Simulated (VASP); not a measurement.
# Sb (Im-3m) in VASP: further runs

The runs below take Sb through single point, relaxation of cell and atoms, with PBE.

Everything below comes from runs of VASP 6.6.1. Logs are shortened: lines on timing, memory, paths and dates and some standing lists are left out, and cuts for length are marked.

### 1 The cell of the first run

The structure is cubic, space group Im-3m (No. 229). Conventional cell: a = 3.818 Å, b = 3.818 Å, c = 3.818 Å, α = 90.00°, β = 90.00°, γ = 90.00°. Sb (site symmetry m-3m) has 14 Sb at 3.31 to 3.82 Å within 4.3 Å.

### 2 Single point, PBE

Contents of INCAR:

```
SYSTEM = Sb
ALGO = Normal
EDIFF = 1E-6
ENCUT = 500
GGA = PE
GGA_COMPAT = .FALSE.
ISIF = 2
ISMEAR = 0
LASPH = .TRUE.
LCHARG = .FALSE.
LREAL = .FALSE.
LWAVE = .FALSE.
NBANDS = 8
NELM = 120
PREC = Accurate
SIGMA = 0.1
```

Contents of KPOINTS:

```
k-points
0
G
  6 6 6
  0 0 0
```

Contents of POSCAR:

```
Sb
1.0
    1.9091117150      1.9091117150      1.9091117150
   -1.9091117150      1.9091117150      1.9091117150
   -1.9091117150     -1.9091117150      1.9091117150
Sb
1
Direct
    0.0000000000      0.0000000000      0.0000000000
```

Potentials or basis: VASP PAW PBE potentials, release 64 (Sb).

Command:

```console
cat potpaw_PBE.64/Sb/POTCAR > POTCAR
mpirun -np 1 vasp_std > vasp.out
```

OUTCAR:

```text
SYSTEM = Sb
   EDIFF = 1E-6
   ENCUT = 500
   GGA = PE
   ISIF = 2
   ISMEAR = 0
   LASPH = .TRUE.
   LREAL = .FALSE.
   NELM = 120
   PREC = Accurate

 ion  position               nearest neighbor table
   1  0.000  0.000  0.000-

  LATTYP: Found a body centered cubic cell.
 ALAT       =     3.8182234300

  Lattice vectors:

 A1 = (   1.9091117150,  -1.9091117150,  -1.9091117150)
 A2 = (   1.9091117150,   1.9091117150,   1.9091117150)
 A3 = (  -1.9091117150,  -1.9091117150,   1.9091117150)

Analysis of symmetry for initial positions (statically):
=====================================================================
 Subroutine PRICEL returns:
 Original cell was already a primitive cell.

 Routine SETGRP: Setting up the symmetry group for a
 body centered cubic supercell.

 Subroutine GETGRP returns: Found 48 space group operations
 (whereof 48 operations were pure point group operations)
 out of a pool of 48 trial point group operations.

The static configuration has the point symmetry O_h .

Analysis of symmetry for dynamics (positions and initial velocities):
=====================================================================
 Subroutine PRICEL returns:
 Original cell was already a primitive cell.

 Routine SETGRP: Setting up the symmetry group for a
 body centered cubic supercell.

 Subroutine GETGRP returns: Found 48 space group operations
 (whereof 48 operations were pure point group operations)
 out of a pool of 48 trial point group operations.

The dynamic configuration has the point symmetry O_h .

 Subroutine INISYM returns: Found 48 space group operations
 (whereof 48 operations are pure point group operations),
 and found     1 'primitive' translations

----------------------------------------------------------------------------------------

                                     Primitive cell

  volume of cell :      27.8326

  direct lattice vectors                    reciprocal lattice vectors
     1.909111715  1.909111715  1.909111715     0.261901908  0.000000000  0.261901908
    -1.909111715  1.909111715  1.909111715    -0.261901908  0.261901908  0.000000000
    -1.909111715 -1.909111715  1.909111715     0.000000000 -0.261901908  0.261901908

  length of vectors
     3.306678488  3.306678488  3.306678488     0.370385230  0.370385230  0.370385230

  position of ions in fractional coordinates (direct lattice)
     0.000000000  0.000000000  0.000000000

  ion indices of the primitive-cell ions
   primitive index   ion index
                 1           1

----------------------------------------------------------------------------------------

 KPOINTS: k-points

Automatic generation of k-mesh.
 Grid dimensions read from file:
 generate k-points for:    6    6    6

 Generating k-lattice:

  Cartesian coordinates                     Fractional coordinates (reciprocal lattice)
     0.043650318  0.000000000  0.043650318     0.166666667  0.000000000  0.000000000
    -0.043650318  0.043650318  0.000000000     0.000000000  0.166666667  0.000000000
     0.000000000 -0.043650318  0.043650318     0.000000000  0.000000000  0.166666667

  Length of vectors
     0.061730872  0.061730872  0.061730872

  Shift w.r.t. Gamma in fractional coordinates (k-lattice)
     0.000000000  0.000000000  0.000000000

 Subroutine IBZKPT returns following result:
 ===========================================

 Found     16 irreducible k-points:

 Following reciprocal coordinates:
            Coordinates               Weight
  0.000000  0.000000  0.000000      1.000000
  0.166667  0.000000  0.000000     12.000000
  0.333333  0.000000  0.000000     12.000000
  0.500000  0.000000  0.000000      6.000000
  0.333333  0.166667  0.000000     24.000000
  0.500000  0.166667  0.000000     48.000000
 -0.333333  0.333333  0.000000      8.000000
  0.166667  0.166667  0.166667      6.000000
  0.333333  0.166667  0.166667     24.000000
  0.500000  0.166667  0.166667     12.000000
  0.500000  0.333333  0.166667     24.000000
  0.166667  0.500000  0.166667      8.000000
  0.166667 -0.333333  0.166667     12.000000
  0.333333  0.333333  0.333333      6.000000
  0.500000  0.333333  0.333333     12.000000
  0.500000  0.500000  0.500000      1.000000
   k-points           NKPTS =     16   k-points in BZ     NKDIM =     16   number of bands    NBANDS=      8
   number of dos      NEDOS =    301   number of ions     NIONS =      1
   total plane-waves  NPLWV =  13824
   dimension x,y,z NGX =    24 NGY =   24 NGZ =   24
   dimension x,y,z NGXF=    48 NGYF=   48 NGZF=   48
   ions per type =               1
   NGX,Y,Z   is equivalent  to a cutoff of  12.07, 12.07, 12.07 a.u.
   NGXF,Y,Z  is equivalent  to a cutoff of  24.13, 24.13, 24.13 a.u.
 SYSTEM =  Sb
   PREC   = accura    normal or accurate (medium, high low for compatibility)
   ISTART =      0    job   : 0-new  1-cont  2-samecut
   ICHARG =      2    charge: 1-file 2-atom 10-const
   ISPIN  =      1    spin polarized calculation?
   LNONCOLLINEAR =      F non collinear calculations
   LSORBIT =      F    spin-orbit coupling
   LASPH  =      T    aspherical Exc in radial PAW
   ENCUT  =  500.0 eV  36.75 Ry    6.06 a.u.   6.03  6.03  6.03*2*pi/ulx,y,z
   NELM   =    120;   NELMIN=  2; NELMDL= -5     # of ELM steps
   EDIFF  = 0.1E-05   stopping-criterion for ELM
   LREAL  =      F    real-space projection
   EDIFFG = 0.1E-04   stopping-criterion for IOM
   NSW    =      0    number of steps for IOM
   IBRION =     -1    ionic relax: 0-MD 1-quasi-New 2-CG
   NFREE  =      0    steps in history (QN), initial steepest desc. (CG)
   ISIF   =      2    stress and relaxation
   ISYM   =      2    0-nonsym 1-usesym 2-fastsym
   POTIM  = 0.5000    time-step for ionic-motion
   TEBEG  =    0.0;   TEEND  =   0.0 temperature during run
   PSTRESS=    0.0 pullay stress
   NELECT =       5.0000    total number of electrons
   NUPDOWN=      -1.0000    fix difference up-down
   EMIN   =  10.00;   EMAX   =-10.00  energy-range for DOS
   EFERMI =   0.00;   METHOD = LEGACY
   ISMEAR =     0;   SIGMA  =   0.10  broadening in eV -4-tet -1-fermi 0-gaus
   EFERMI_NEDOS =   21; number of points for ismear=-14 and -15
   IALGO  =     38    algorithm
   IMIX   =      4    mixing-type and parameters
     AMIX     =   0.40;   BMIX     =  1.00
     AMIX_MAG =   1.60;   BMIX_MAG =  1.00
  volume/ion in A,a.u.               =      27.83       187.82
  Fermi-wavevector in a.u.,A,eV,Ry     =   0.923734  1.745604 11.609635  0.853284
  Thomas-Fermi vector in A             =   2.049403
   LORBIT       =      0    0 simple, 1 ext, 2 COOP (PROOUT), +10 PAW based schemes
   GGA     = PE    functional components
   LHFCALC =     F    Hartree Fock is set to
   AEXX    =    0.0000 exact exchange contribution
   IVDW    =     0    specifies the selected vdW correction
   LEPSILON=     F    determine dielectric tensor
   LRPA    =     F    only Hartree local field effects (RPA)
 non-spin polarized calculation
 Gauss-broadening in eV      SIGMA  =   0.10
  energy-cutoff  :      500.00
  volume of cell :       27.83
 maximum number of plane-waves:       719
   NGX = 13   NGY = 13   NGZ = 13

 number of electron       5.0000001 magnetization

 Free energy of the ion-electron system (eV)
  ---------------------------------------------------
  ext. energy  EPLUGINS =         0.00000000
  ---------------------------------------------------
  free energy    TOTEN  =        -3.85826270 eV

  energy without entropy =       -3.84568014  energy(sigma->0) =       -3.85197142

 E-fermi :   7.5991     XC(G=0): -10.0816

 val. band max:        7.5522427106   @ k =   0.5000   0.1667   0.0000
 cond. band min:       7.9361212626   @ k =   0.1667   0.5000   0.1667
 fundamental gap:      0.3838785521
 Fermi energy:         7.5990858536

 k-point     1 :       0.0000    0.0000    0.0000
  band No.  band energies     occupation
      1      -4.5581      2.00000
      2      13.2656      0.00000
      3      13.2656      0.00000
      4      13.2656      0.00000
      5      18.4537      0.00000
      6      18.4537      0.00000
      7      18.4537      0.00000
      8      19.7881      0.00000

 k-point     2 :       0.1667    0.0000    0.0000
  band No.  band energies     occupation
      1      -3.9976      2.00000
      2      10.0153      0.00000
      3      11.9216      0.00000
      4      12.8440      0.00000
      5      16.4299      0.00000
      6      16.7114      0.00000
      7      18.9500      0.00000
      8      19.6844      0.00000

 k-point     3 :       0.3333    0.0000    0.0000
  band No.  band energies     occupation
      1      -2.3824      2.00000
      2       5.3955      2.00000
      3      10.2681      0.00000
      4      12.0286      0.00000
      5      14.8399      0.00000
      6      15.3638      0.00000
      7      19.8986      0.00000
      8      20.9375      0.00000

 k-point     4 :       0.5000    0.0000    0.0000
  band No.  band energies     occupation
      1      -0.7212      2.00000
      2       2.6449      2.00000
      3       9.6451      0.00000
      4      11.6557      0.00000
      5      14.3331      0.00000
      6      14.9126      0.00000
      7      21.5582      0.00000
      8      22.9103      0.00000

 k-point     5 :       0.3333    0.1667    0.0000
  band No.  band energies     occupation
      1      -2.9032      2.00000
      2       7.2467      2.00000
      3       9.3408      0.00000
      4      11.5716      0.00000
      5      16.1662      0.00000
      6      16.9781      0.00000
      7      19.3467      0.00000
      8      20.3977      0.00000

 k-point     6 :       0.5000    0.1667    0.0000
  band No.  band energies     occupation
      1      -0.9940      2.00000
      2       3.8974      2.00000
      3       7.5522      1.49232
      4      10.7597      0.00000
      5      15.5988      0.00000
      6      17.8300      0.00000
      7      19.5481      0.00000
      8      21.7967      0.00000

 k-point     7 :      -0.3333    0.3333    0.0000
  band No.  band energies     occupation
      1       0.0532      2.00000
      2       4.4349      2.00000
      3       4.4349      2.00000
      4      10.3362      0.00000
      5      16.7863      0.00000
      6      18.8320      0.00000
      7      18.8320      0.00000
      8      23.5209      0.00000

 k-point     8 :       0.1667    0.1667    0.1667
  band No.  band energies     occupation
      1      -3.4411      2.00000
      2       9.7633      0.00000
      3      10.5466      0.00000
      4      10.5466      0.00000
      5      15.0673      0.00000
      6      18.6141      0.00000
      7      18.6141      0.00000
      8      19.2201      0.00000

 k-point     9 :       0.3333    0.1667    0.1667
  band No.  band energies     occupation
      1      -1.8445      2.00000
      2       5.8416      2.00000
      3       8.9181      0.00000
      4      10.0387      0.00000
      5      14.6230      0.00000
      6      17.5633      0.00000
      7      18.1347      0.00000
      8      20.8049      0.00000

 k-point    10 :       0.5000    0.1667    0.1667
  band No.  band energies     occupation
      1      -0.2300      2.00000
      2       3.2120      2.00000
      3       8.3125      0.00000
      4       9.7957      0.00000
      5      15.5871      0.00000
      6      17.1050      0.00000
      7      17.9202      0.00000
      8      18.4711      0.00000

 k-point    11 :       0.5000    0.3333    0.1667
  band No.  band energies     occupation
      1      -0.0819      2.00000
      2       4.5429      2.00000
      3       5.9660      2.00000
      4      10.4124      0.00000
      5      14.3981      0.00000
      6      16.5660      0.00000
      7      17.3402      0.00000
      8      22.2366      0.00000

 k-point    12 :       0.1667    0.5000    0.1667
  band No.  band energies     occupation
      1      -1.4116      2.00000
      2       5.1604      2.00000
      3       7.9361      0.00000
      4       7.9361      0.00000
      5      19.3679      0.00000
      6      19.3679      0.00000
      7      21.5976      0.00000
      8      21.7946      0.00000

 k-point    13 :       0.1667   -0.3333    0.1667
  band No.  band energies     occupation
      1      -0.0875      2.00000
      2       3.8781      2.00000
      3       6.2154      2.00000
      4       7.4224      1.98753
      5      19.9722      0.00000
      6      20.0615      0.00000
      7      23.3152      0.00000
      8      23.4856      0.00000

 k-point    14 :       0.3333    0.3333    0.3333
  band No.  band energies     occupation
      1      -0.3252      2.00000
      2       6.6032      2.00000
      3       7.3053      1.99997
      4       7.3053      1.99997
      5      12.0652      0.00000
      6      16.2306      0.00000
      7      21.5612      0.00000
      8      21.7642      0.00000

 k-point    15 :       0.5000    0.3333    0.3333
  band No.  band energies     occupation
      1       1.1217      2.00000
      2       4.7648      2.00000
      3       6.7058      2.00000
      4       7.5465      1.54320
      5      12.4285      0.00000
      6      13.4140      0.00000
      7      21.2188      0.00000
      8      22.1608      0.00000

 k-point    16 :       0.5000    0.5000    0.5000
  band No.  band energies     occupation
      1       2.2923      2.00000
      2       6.1075      2.00000
      3       6.1075      2.00000
      4       6.1075      2.00000
      5      11.0677      0.00000
      6      11.0677      0.00000
      7      25.3724      0.00000
      8      25.3725      0.00000

------------------------ aborting loop because EDIFF is reached ----------------------------------------

  FORCE on cell =-STRESS in cart. coord.  units (eV):
  Direction    XX          YY          ZZ          XY          YZ          ZX
  --------------------------------------------------------------------------------------
  -------------------------------------------------------------------------------------
  Total       -0.0222063     -0.0222063     -0.0222063     -0.0000000      0.0000000      0.0000000
  in kB       -1.2783009     -1.2783009     -1.2783009     -0.0000000      0.0000000      0.0000000
  external PRESSURE =      -1.2783009 kB  Pullay stress =       0.0000000 kB

 VOLUME and BASIS-vectors are now :
 -----------------------------------------------------------------------------
  energy-cutoff  :      500.00
  volume of cell :       27.83
      direct lattice vectors                 reciprocal lattice vectors
     1.909111715  1.909111715  1.909111715     0.261901908  0.000000000  0.261901908
    -1.909111715  1.909111715  1.909111715    -0.261901908  0.261901908  0.000000000
    -1.909111715 -1.909111715  1.909111715     0.000000000 -0.261901908  0.261901908

 POSITION                                       TOTAL-FORCE (eV/Angst)
 -----------------------------------------------------------------------------------
      0.00000      0.00000      0.00000        -0.000000     -0.000000     -0.000000
 -----------------------------------------------------------------------------------
    total drift:                                0.000000      0.000000      0.000000

  FREE ENERGIE OF THE ION-ELECTRON SYSTEM (eV)
  ---------------------------------------------------
  free  energy   TOTEN  =        -3.8582626988 eV

  energy  without entropy=       -3.8456801387  energy(sigma->0) =       -3.85197142
```

Wall time 2.1 s (1 thread of AMD EPYC 9R45 (Zen 5), shared host); peak memory 0.1 GiB.

Results:

```yaml
Free_energy: -3.8583 eV
Pressure: -0.1 GPa
```

Levels at points of the mesh, in eV from the Fermi level:
```tsv
k point	band 1	band 2	band 3	band 4	band 5
(0.00, 0.00, 0.00)	-12.16	5.67	5.67	5.67	10.85
(0.50, 0.00, 0.00)	-8.32	-4.95	2.05	4.06	6.73
(0.50, 0.50, 0.50)	-5.31	-1.49	-1.49	-1.49	3.47
```

Caveat: the k points lie up to 0.39 Å⁻¹ apart; spin-orbit coupling is left out, which moves the levels of the heavy elements.

[end of part 1 of 2]
